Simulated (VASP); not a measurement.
A run of VASP 6.6.1:

Contents of INCAR:

```
SYSTEM = Hf
  PREC = Accurate
  ENCUT = 520
  EDIFF = 1E-6
  ISMEAR = -1
  SIGMA = 0.05
  LREAL = .False.
  LASPH = .True.
  NELM = 60
  ALGO = Fast
  ISIF = 2
  LWAVE = .False.
  LCHARG = .True.
  GGA = PS
  LELF = .True.
  LVHAR = .True.
  NBANDS = 22
```

KPOINTS

```
Automatic mesh
0
Gamma
  6 6 9
  0 0 0
```

Contents of POSCAR:

```
Hf
1.0
    4.9623295440      0.0000000000      0.0000000000
   -2.4811647720      4.2975034470      0.0000000000
    0.0000000000      0.0000000000      3.0862322500
Hf
3
Direct
    0.0076580000      0.0089810000      0.0095940000
    0.3393230000      0.6644730000      0.4890650000
    0.6661210000      0.3289140000      0.5034020000
```

Potentials or basis: VASP PAW PBE potentials, release 64 (Hf_pv).

Run with:

```bash
$ cat potpaw_PBE.64/Hf_pv/POTCAR > POTCAR
$ mpirun -np 1 vasp_std > vasp.out
```

Hardware: 1 thread of Intel(R) Xeon(R) Platinum 8259CL CPU @ 2.50GHz (Skylake/Cascade Lake), with other jobs on the host.

Problem. How long does it take, and how much memory?

Solution. Wall time 3.7 min on 1 thread of Intel(R) Xeon(R) Platinum 8259CL CPU @ 2.50GHz (Skylake/Cascade Lake), with other jobs on the host, peak memory 0.32 GiB. Counts: scf iterations 14, k points 164.
